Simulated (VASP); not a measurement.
A run of VASP 6.6.1 is set up as follows.

File INCAR:

```
ALGO     = Normal         # electronic algorithm
EDIFF    = 1E-6           # SCF threshold, eV
ENCUT    = 520            # plane-wave cutoff, eV
GGA      = PE             # functional
ISIF     = 2              # what is computed and relaxed
ISMEAR   = 0              # smearing method
LASPH    = True           # aspherical terms in the spheres
LCHARG   = False          # write CHGCAR
LREAL    = False          # projectors in reciprocal space
LWAVE    = False          # write WAVECAR
NBANDS   = 18             # bands
NELM     = 60             # most SCF steps
PREC     = Accurate       # precision mode
SIGMA    = 0.1            # smearing width, eV
```

The input KPOINTS:

```
k-points
0
Gamma
  4 4 4
```

The input POSCAR:

```
TlAs2
1.0
    0.0000000000      3.4173945222      3.4173945222
    3.4173945222      0.0000000000      3.4173945222
    3.4173945222      3.4173945222      0.0000000000
Tl As
1 2
Direct
    0.0000000000      0.0000000000      0.0000000000
    0.2500000000      0.2500000000      0.2500000000
    0.7500000000      0.7500000000      0.7500000000
```

Potentials or basis: VASP PAW PBE potentials, release 64 (Tl_d, As).

Command:

```console
$ cat potpaw_PBE.64/Tl_d/POTCAR potpaw_PBE.64/As/POTCAR > POTCAR
$ mpirun -np 1 vasp_std > vasp.out
```

Predict the band gap on the k mesh.

zero (an odd number of electrons rules out a gap without spin polarisation).

What does it give for the pressure?

0.3 GPa.

Caveat: the k points lie up to 0.40 Å⁻¹ apart, too coarse for converged energies and pressures of a metal; spin-orbit coupling is left out, which moves the levels of the heavy elements.
